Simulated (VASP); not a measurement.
# SiO2 (P-6m2) in VASP: notebook

Runs on SiO2. Level: PBE+D3(BJ). Tasks: single point, relaxation of cell and atoms.

Program: VASP 6.6.1. These are calculated values, not measurements. Logs are shortened: lines on timing, memory, paths and dates and some standing lists are left out, and cuts for length are marked.

### 1 The cell of the first run

The structure is hexagonal, space group P-6m2 (No. 187). Conventional cell: a = 3.130 Å, b = 3.130 Å, c = 3.283 Å, α = 90.00°, β = 90.00°, γ = 120.00°. Si (site symmetry -6m2) has 5 O at 1.64 to 1.81 Å within 2.2 Å. O (site symmetry -6m2) has 3 Si at 1.81 Å and 6 O at 2.44 Å within 2.5 Å. Within 2.2 Å of O (site symmetry -6m2) lie 2 Si at 1.64 Å.

### 2 Single point, PBE+D3(BJ)

INCAR reads:

```
PREC     = Accurate       # precision mode
ENCUT    = 520            # plane-wave cutoff, eV
EDIFF    = 1E-6           # SCF threshold, eV
ISMEAR   = 0              # smearing method
SIGMA    = 0.02           # smearing width, eV
LREAL    = False          # projectors in reciprocal space
LASPH    = True           # aspherical terms in the spheres
NELM     = 60             # most SCF steps
ALGO     = Normal         # electronic algorithm
ISIF     = 2              # what is computed and relaxed
LWAVE    = False          # write WAVECAR
LCHARG   = False          # write CHGCAR
GGA      = PE             # functional
IVDW     = 12             # dispersion correction
NBANDS   = 15             # bands
```

KPOINTS reads:

```
regular mesh
0
Gamma
  12 12 8
```

POSCAR reads:

```
SiO2
1.0
    3.1300173471      0.0000000000      0.0000000000
   -1.5650086735      2.7106745369      0.0000000000
    0.0000000000      0.0000000000      3.2833802592
Si O
1 2
Direct
    0.3333333333      0.6666666667      0.0000000000
    0.0000000000      0.0000000000      0.0000000000
    0.3333333333      0.6666666667      0.5000000000
```

Potentials or basis: VASP PAW PBE potentials, release 64 (Si, O).

Launch:

```sh
cat potpaw_PBE.64/Si/POTCAR potpaw_PBE.64/O/POTCAR > POTCAR
mpirun -np 1 vasp_std > vasp.out
```

OUTCAR:

```text
PREC = Accurate
   ENCUT = 520
   EDIFF = 1E-6
   ISMEAR = 0
   LREAL = False
   LASPH = True
   NELM = 60
   ISIF = 2
   GGA = PE
   IVDW = 12
 IVDW          = 12

 ion  position               nearest neighbor table
   1  0.333  0.667  0.000-   3 1.64   3 1.64   2 1.81   2 1.81   2 1.81
   2  0.000  0.000  0.000-   1 1.81   1 1.81   1 1.81
   3  0.333  0.667  0.500-   1 1.64   1 1.64

  LATTYP: Found a hexagonal cell.
 ALAT       =     3.1300173471
 C/A-ratio  =     1.0489974639

  Lattice vectors:

 A1 = (   3.1300173471,   0.0000000000,   0.0000000000)
 A2 = (  -1.5650086735,   2.7106745369,   0.0000000000)
 A3 = (   0.0000000000,   0.0000000000,   3.2833802592)

Analysis of symmetry for initial positions (statically):
=====================================================================
 Subroutine PRICEL returns:
 Original cell was already a primitive cell.

 Routine SETGRP: Setting up the symmetry group for a
 hexagonal supercell.

 Subroutine GETGRP returns: Found 12 space group operations
 (whereof 12 operations were pure point group operations)
 out of a pool of 24 trial point group operations.

The static configuration has the point symmetry D_3h.

Analysis of symmetry for dynamics (positions and initial velocities):
=====================================================================
 Subroutine PRICEL returns:
 Original cell was already a primitive cell.

 Routine SETGRP: Setting up the symmetry group for a
 hexagonal supercell.

 Subroutine GETGRP returns: Found 12 space group operations
 (whereof 12 operations were pure point group operations)
 out of a pool of 24 trial point group operations.

The dynamic configuration has the point symmetry D_3h.

 Subroutine INISYM returns: Found 12 space group operations
 (whereof 12 operations are pure point group operations),
 and found     1 'primitive' translations

----------------------------------------------------------------------------------------

                                     Primitive cell

  volume of cell :      27.8577

  direct lattice vectors                    reciprocal lattice vectors
     3.130017347  0.000000000  0.000000000     0.319487047  0.184455933  0.000000000
    -1.565008673  2.710674537  0.000000000     0.000000000  0.368911865  0.000000000
     0.000000000  0.000000000  3.283380259     0.000000000  0.000000000  0.304564175

  length of vectors
     3.130017347  3.130017347  3.283380259     0.368911865  0.368911865  0.304564175

  position of ions in fractional coordinates (direct lattice)
     0.333333333  0.666666667  0.000000000
     0.000000000  0.000000000  0.000000000
     0.333333333  0.666666667  0.500000000

  ion indices of the primitive-cell ions
   primitive index   ion index
                 1           1
                 2           2
                 3           3

----------------------------------------------------------------------------------------

 KPOINTS: regular mesh

Automatic generation of k-mesh.
 Grid dimensions read from file:
 generate k-points for:   12   12    8

 Generating k-lattice:

  Cartesian coordinates                     Fractional coordinates (reciprocal lattice)
     0.026623921  0.015371328  0.000000000     0.083333333  0.000000000  0.000000000
     0.000000000  0.030742655  0.000000000     0.000000000  0.083333333  0.000000000
     0.000000000  0.000000000  0.038070522     0.000000000  0.000000000  0.125000000

  Length of vectors
     0.030742655  0.030742655  0.038070522

  Shift w.r.t. Gamma in fractional coordinates (k-lattice)
     0.000000000  0.000000000  0.000000000

 Subroutine IBZKPT returns following result:
 ===========================================

 Found     95 irreducible k-points:

 Following reciprocal coordinates:
            Coordinates               Weight
  0.000000  0.000000  0.000000      1.000000
  0.083333  0.000000  0.000000      6.000000
  0.166667  0.000000  0.000000      6.000000
  0.250000 -0.000000  0.000000      6.000000
  0.333333  0.000000  0.000000      6.000000
  0.416667  0.000000  0.000000      6.000000
[... 16 lines left out ...]
  0.250000 -0.000000  0.125000     12.000000
  0.333333  0.000000  0.125000     12.000000
 [... further k-points ...]
   k-points           NKPTS =     95   k-points in BZ     NKDIM =     95   number of bands    NBANDS=     15
   number of dos      NEDOS =    301   number of ions     NIONS =      3
   total plane-waves  NPLWV =  13824
   dimension x,y,z NGX =    24 NGY =   24 NGZ =   24
   dimension x,y,z NGXF=    48 NGYF=   48 NGZF=   48
   ions per type =               1   2
   NGX,Y,Z   is equivalent  to a cutoff of  12.75, 12.75, 12.15 a.u.
   NGXF,Y,Z  is equivalent  to a cutoff of  25.49, 25.49, 24.30 a.u.
 SYSTEM =  unknown system
   PREC   = accura    normal or accurate (medium, high low for compatibility)
   ISTART =      0    job   : 0-new  1-cont  2-samecut
   ICHARG =      2    charge: 1-file 2-atom 10-const
   ISPIN  =      1    spin polarized calculation?
   LNONCOLLINEAR =      F non collinear calculations
   LSORBIT =      F    spin-orbit coupling
   LASPH  =      T    aspherical Exc in radial PAW
   ENCUT  =  520.0 eV  38.22 Ry    6.18 a.u.   5.82  5.82  6.10*2*pi/ulx,y,z
   NELM   =     60;   NELMIN=  2; NELMDL= -5     # of ELM steps
   EDIFF  = 0.1E-05   stopping-criterion for ELM
   LREAL  =      F    real-space projection
   EDIFFG = 0.1E-04   stopping-criterion for IOM
   NSW    =      0    number of steps for IOM
   IBRION =     -1    ionic relax: 0-MD 1-quasi-New 2-CG
   NFREE  =      0    steps in history (QN), initial steepest desc. (CG)
   ISIF   =      2    stress and relaxation
   ISYM   =      2    0-nonsym 1-usesym 2-fastsym
   POTIM  = 0.5000    time-step for ionic-motion
   TEBEG  =    0.0;   TEEND  =   0.0 temperature during run
   PSTRESS=    0.0 pullay stress
   NELECT =      16.0000    total number of electrons
   NUPDOWN=      -1.0000    fix difference up-down
   EMIN   =  10.00;   EMAX   =-10.00  energy-range for DOS
   EFERMI =   0.00;   METHOD = LEGACY
   ISMEAR =     0;   SIGMA  =   0.02  broadening in eV -4-tet -1-fermi 0-gaus
   EFERMI_NEDOS =   21; number of points for ismear=-14 and -15
   IALGO  =     38    algorithm
   IMIX   =      4    mixing-type and parameters
     AMIX     =   0.40;   BMIX     =  1.00
     AMIX_MAG =   1.60;   BMIX_MAG =  1.00
  volume/ion in A,a.u.               =       9.29        62.66
  Fermi-wavevector in a.u.,A,eV,Ry     =   1.360817  2.571571 25.195580  1.851823
  Thomas-Fermi vector in A             =   2.487447
   LORBIT       =      0    0 simple, 1 ext, 2 COOP (PROOUT), +10 PAW based schemes
   GGA     = PE    functional components
   LHFCALC =     F    Hartree Fock is set to
   AEXX    =    0.0000 exact exchange contribution
   IVDW    =    12    specifies the selected vdW correction
   LEPSILON=     F    determine dielectric tensor
   LRPA    =     F    only Hartree local field effects (RPA)
 non-spin polarized calculation
 Gauss-broadening in eV      SIGMA  =   0.02
  energy-cutoff  :      520.00
  volume of cell :       27.86
 maximum number of plane-waves:       764
 NGX is ok and might be reduce to    24
   NGX = 11   NGY = 11   NGZ = 13

 number of electron      15.9999986 magnetization

 Free energy of the ion-electron system (eV)
  ---------------------------------------------------
  ext. energy  EPLUGINS =         0.00000000
  ---------------------------------------------------
  free energy    TOTEN  =       -21.77296528 eV

  energy without entropy =      -21.77296528  energy(sigma->0) =      -21.77296528

 E-fermi :   6.6141     XC(G=0): -11.1622

 val. band max:        6.4716548601   @ k =   0.3333   0.3333   0.5000
 cond. band min:       8.2295179578   @ k =   0.0000   0.0000   0.0000
 fundamental gap:      1.7578630977
 Fermi energy:         6.6141263322

 k-point     1 :       0.0000    0.0000    0.0000
  band No.  band energies     occupation
      1     -15.4815      2.00000
      2     -10.9196      2.00000
      3      -1.7475      2.00000
      4       0.3806      2.00000
      5       0.3806      2.00000
      6       4.7406      2.00000
      7       4.7406      2.00000
      8       5.0674      2.00000
      9       8.2295      0.00000
     10      15.0859      0.00000
     11      15.0859      0.00000
     12      16.1206      0.00000
     13      22.3819      0.00000
     14      22.3819      0.00000
     15      23.0585      0.00000

 k-point     2 :       0.0833    0.0000    0.0000
  band No.  band energies     occupation
      1     -15.4077      2.00000
      2     -10.9688      2.00000
      3      -1.6906      2.00000
      4       0.1762      2.00000
      5       0.2892      2.00000
      6       4.5435      2.00000
      7       4.8079      2.00000
      8       4.9838      2.00000
      9       8.6478      0.00000
     10      14.6911      0.00000
     11      15.2718      0.00000
     12      16.5865      0.00000
     13      21.9481      0.00000
     14      22.2013      0.00000
     15      23.2251      0.00000

 k-point     3 :       0.1667    0.0000    0.0000
  band No.  band energies     occupation
      1     -15.1923      2.00000
      2     -11.1191      2.00000
      3      -1.5278      2.00000
      4      -0.3450      2.00000
      5       0.0582      2.00000
      6       4.1647      2.00000
      7       4.7492      2.00000
      8       4.9686      2.00000
      9       9.5979      0.00000
     10      14.0397      0.00000
     11      15.8205      0.00000
     12      17.5313      0.00000
     13      21.0103      0.00000
     14      21.7636      0.00000
     15      23.6027      0.00000
[... 343 lines left out ...]
 k-point    23 :       0.2500   -0.0000    0.1250
  band No.  band energies     occupation
      1     -14.7496      2.00000
      2     -11.4667      2.00000
      3      -2.0643      2.00000
      4      -0.1606      2.00000
      5      -0.1525      2.00000
      6       3.2653      2.00000
      7       4.8386      2.00000
      8       5.0339      2.00000
      9      10.6304      0.00000
     10      13.6181      0.00000
     11      16.2839      0.00000
     12      18.4300      0.00000
     13      20.4465      0.00000
     14      21.9828      0.00000
     15      23.4315      0.00000

 k-point    24 :       0.3333    0.0000    0.1250
  band No.  band energies     occupation
      1     -14.3405      2.00000
      2     -11.7567      2.00000
      3      -2.4008      2.00000
      4      -0.3973      2.00000
      5      -0.1745      2.00000
      6       2.8590      2.00000
      7       4.6906      2.00000
      8       5.1342      2.00000
      9      10.9964      0.00000
     10      13.8893      0.00000
     11      17.3074      0.00000
     12      18.5148      0.00000
     13      20.6369      0.00000
     14      21.6149      0.00000
     15      23.1611      0.00000

 [... further k-points ...]

------------------------ aborting loop because EDIFF is reached ----------------------------------------

 Edisp (eV)   -0.60316

 E8    (eV) :    -0.2083

  FORCE on cell =-STRESS in cart. coord.  units (eV):
  Direction    XX          YY          ZZ          XY          YZ          ZX
  --------------------------------------------------------------------------------------
  -------------------------------------------------------------------------------------
  Total      -0.00197    -0.00197     0.10302    -0.00000     0.00000    -0.00000
  in kB      -0.11319    -0.11319     5.92488    -0.00000     0.00000    -0.00000
  external pressure =        1.90 kB  Pullay stress =        0.00 kB

 VOLUME and BASIS-vectors are now :
 -----------------------------------------------------------------------------
  energy-cutoff  :      520.00
  volume of cell :       27.86
      direct lattice vectors                 reciprocal lattice vectors
     3.130017347  0.000000000  0.000000000     0.319487047  0.184455933  0.000000000
    -1.565008673  2.710674537  0.000000000     0.000000000  0.368911865  0.000000000
     0.000000000  0.000000000  3.283380259     0.000000000  0.000000000  0.304564175

 POSITION                                       TOTAL-FORCE (eV/Angst)
 -----------------------------------------------------------------------------------
     -0.00000      1.80712      0.00000         0.000000     -0.000000      0.000000
      0.00000      0.00000      0.00000        -0.000000      0.000000      0.000000
     -0.00000      1.80712      1.64169        -0.000000      0.000000      0.000000
 -----------------------------------------------------------------------------------
    total drift:                                0.000002     -0.000001     -0.000000

  FREE ENERGIE OF THE ION-ELECTRON SYSTEM (eV)
  ---------------------------------------------------
  free  energy   TOTEN  =       -22.3761291402 eV

  energy  without entropy=      -22.3761291402  energy(sigma->0) =      -22.37612914
```

It took 12 s on 1 thread of Intel Xeon 6975P-C (Granite Rapids), shared host; peak memory 0.16 GiB.

What came out:

```yaml
Free_energy: -22.3761 eV
Pressure: 0.2 GPa
Band_gap_on_the_k_mesh: 1.76 eV (least direct gap 3.16 eV)
Dispersion_energy_per_atom: -0.201 eV
```

Stress tensor (GPa, compression positive):
```
-0.01  0.00  0.00
 0.00 -0.01  0.00
 0.00  0.00  0.59
```

Levels at points of the mesh, in eV from the valence-band top:
```tsv
k point	band 4	band 5	band 6	band 7	band 8	band 9	band 10	band 11	band 12	band 13
(0.00, 0.00, 0.00)	-6.09	-6.09	-1.73	-1.73	-1.40	1.76	8.61	8.61	9.65	15.91
(0.50, 0.00, 0.00)	-7.17	-7.16	-3.07	-2.84	-1.08	4.43	8.19	11.97	12.77	13.98
(0.00, 0.00, 0.50)	-5.72	-5.72	-3.32	-1.94	-1.94	4.52	6.67	6.67	10.50	15.45
(0.50, 0.00, 0.50)	-6.51	-5.90	-4.67	-2.39	-0.68	4.36	10.34	10.37	11.00	14.63
```

(Continued in part 2 of 2.)
